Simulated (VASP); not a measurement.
Here is a VASP 6.6.1 calculation.

Contents of POSCAR:

```
Mg
1.0
    3.2093000000      0.0000000000      0.0000000000
   -1.6046500000      2.7793353284      0.0000000000
    0.0000000000      0.0000000000      5.2103000000
Mg
2
Direct
    0.6666666667      0.3333333333      0.7500000000
    0.3333333333      0.6666666667      0.2500000000
```

INCAR.step1

```
ALGO = Normal
EDIFF = 1E-4
ENCUT = 520
GGA = PE
ISMEAR = -1
LASPH = T
LCHARG = F
LREAL = F
LWAVE = T
NBANDS = 9
NELM = 80
PREC = Accurate
SIGMA = 0.05
```

The input INCAR.step2:

```
ALGO = Normal
EDIFF = 1E-6
ENCUT = 520
ISIF = 2
ISMEAR = -1
ISTART = 1
LASPH = T
LCHARG = F
LMIXTAU = T
LREAL = F
LWAVE = F
METAGGA = R2SCAN
NBANDS = 9
NELM = 80
PREC = Accurate
SIGMA = 0.05
```

File KPOINTS:

```
k-points
0
Gamma
  10 10 5
```

Potentials or basis: VASP PAW PBE potentials, release 64 (Mg).

Launch:

```console
$ cat potpaw_PBE.64/Mg/POTCAR > POTCAR
$ cp INCAR.step1 INCAR
$ mpirun -np 1 vasp_std > vasp.out
$ cp INCAR.step2 INCAR
$ mpirun -np 1 vasp_std > vasp.out
```

Question: Predict the band gap on the k mesh.

Answer: Zero (band 2 reaches 3.21 eV, above the bottom of band 3 at 1.39 eV).

Question: What does it give for the pressure?

Answer: -1.3 GPa.

Stress tensor (GPa, compression positive):
```
-1.59  0.00  0.00
 0.00 -1.59  0.00
 0.00  0.00 -0.72
```

Caveat: the PAW data sets were made with another functional, which shifts forces and pressure a little.
